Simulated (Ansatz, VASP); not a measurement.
# Ag2Cl3F in VASP and in Ansatz

```
CELL_PARAMETERS angstrom
6.84466 0.00000 0.00000
-3.42233 5.92765 0.00000
0.00000 0.00000 3.51386
ATOMIC_POSITIONS crystal
Ag 0.66667 0.33333 0.00000
Ag 0.33333 0.66667 0.00000
Cl 0.50000 0.00000 0.50000
Cl 0.50000 0.50000 0.50000
Cl 0.00000 0.50000 0.50000
F 0.00000 0.00000 0.00000
```

Change from the starting cell: species swapped into the NdAl3Ni2 type (P6/mmm, No. 191).

Alike in both runs: functional PBE; k mesh 6 × 6 × 8; occupations gaussian, width 0.1 eV; no spin polarisation.

Ansatz relaxed the structure, and its values are those at the end. VASP's run is a single point on that final structure, the one shown.

|  | VASP | Ansatz |
| --- | --- | --- |
| version | VASP 6.6.1 | Ansatz 0.2.0 |
| potentials or method | VASP PAW PBE potentials, release 64 (Ag, Cl, F), cutoff 520 eV | scalar-relativistic, plane waves, PAW |
| valence electrons in the cell | 50 | 66 |

```csv
,VASP,Ansatz,Ansatz less VASP
gap on the k mesh at the Fermi level (eV),none,none,-
pressure (GPa),-0.2,0.0,+0.17
```

A gap of «none» marks a metal or a gap that the smearing closes. VASP's potentials hold 50 valence electrons a cell and Ansatz's 66, so a difference there can come from the potentials and not from the codes.
